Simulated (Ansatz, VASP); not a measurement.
## Sc: VASP beside Ansatz

```
Sc
1.0
    -1.91721    1.91721    1.71760
     1.91721   -1.91721    1.71760
     1.91721    1.91721   -1.71760
Sc
1
Direct
  0.00000 0.00000 0.00000
```

Alike in both runs: task single point; functional PBEsol; k mesh 16 × 16 × 16; occupations gaussian, width 0.1 eV; no spin polarisation.

|  | VASP | Ansatz |
| --- | --- | --- |
| version | VASP 6.6.1 | Ansatz 0.2.0 |
| potentials or method | VASP PAW PBE potentials, release 64 (Sc_sv), cutoff 520 eV | scalar-relativistic, plane waves, PAW |
| valence electrons in the cell | 11 | 11 |

|  | VASP | Ansatz | Ansatz less VASP |
| --- | --- | --- | --- |
| gap on the k mesh at the Fermi level (eV) | none | none | - |
| pressure (GPa) | -2.9 | -2.9 | +0.01 |
| traceless stress, the component that is largest in VASP (GPa) | 0.53 | 0.54 | +0.011 |

VASP's potentials were made for PBE, not for PBEsol. A gap of «none» marks a metal or a gap that the smearing closes.
